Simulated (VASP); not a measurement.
**TePb: single point with PBE**

Crystal: TePb.

```
Pb Te
1.0
     5.51552    0.00000    0.00000
    -2.75776    4.77658    0.00000
     0.00000    0.00000    6.59582
Pb Te
2 2
Direct
  0.33024 0.66766 0.94311
  0.66721 0.33285 0.43605
  0.33905 0.67061 0.43153
  0.66329 0.33185 0.93961
```

```yaml
Program: VASP 6.6.1
Task: single point
Functional: PBE
Potentials_or_basis: VASP PAW PBE potentials, release 64 (Pb_d, Te)
Cutoff: 520 eV
k_mesh: 6 × 6 × 2
Occupations: fermi-dirac, width 0.02 eV
Spin: no spin polarisation
Dipole_correction: no
Further_INCAR_settings: ALGO = Normal; EDIFF = 1e-07; NBANDS = 28
```

* Pressure: 0.7 GPa
* Largest force: 0.114 eV/Å
* Band gap on the k mesh: 1.11 eV

Forces in eV/Å, atoms in the order of the input:
```
Pb   0.014 -0.031 -0.015
Pb   0.040  0.055  0.033
Te  -0.027 -0.044  0.091
Te  -0.027  0.020 -0.109
```

Stress tensor (GPa, compression positive):
```
-0.65 -0.01  0.00
-0.01 -0.53 -0.01
 0.00 -0.01  3.27
```

Levels at points of the mesh, in eV from the valence-band top:
| k point | band 17 | band 18 | band 19 | band 20 | band 21 | band 22 | band 23 | band 24 |
| --- | --- | --- | --- | --- | --- | --- | --- | --- |
| (0.00, 0.00, 0.00) | -2.57 | -1.35 | -1.34 | -1.30 | 1.30 | 1.35 | 2.82 | 2.93 |
| (0.50, 0.00, 0.00) | -2.39 | -1.91 | -1.74 | -0.41 | 2.31 | 3.42 | 3.44 | 3.96 |
| (0.00, 0.50, 0.00) | -2.44 | -1.89 | -1.72 | -0.38 | 2.33 | 3.39 | 3.46 | 4.08 |
| (0.50, 0.50, 0.00) | -2.42 | -1.91 | -1.74 | -0.39 | 2.30 | 3.42 | 3.43 | 4.09 |
| (0.00, 0.00, 0.50) | -1.99 | -1.93 | -1.26 | -1.06 | 1.71 | 1.79 | 1.84 | 1.92 |
| (0.50, 0.00, 0.50) | -1.42 | -1.34 | -0.63 | -0.54 | 1.21 | 1.33 | 2.62 | 2.73 |
| (0.00, 0.50, 0.50) | -1.38 | -1.29 | -0.63 | -0.55 | 1.19 | 1.29 | 2.67 | 2.77 |
| (0.50, 0.50, 0.50) | -1.39 | -1.30 | -0.65 | -0.56 | 1.20 | 1.31 | 2.65 | 2.75 |

Wall time 3.2 min on 1 thread of Intel(R) Xeon(R) Platinum 8259CL CPU @ 2.50GHz (Skylake/Cascade Lake), on a shared host, peak memory 0.37 GiB.

Caveat: the k points lie up to 0.48 Å⁻¹ apart; the atoms stand as in a frame of molecular dynamics; spin-orbit coupling is left out, which moves the levels of the heavy elements. A k mesh can miss the band edges.
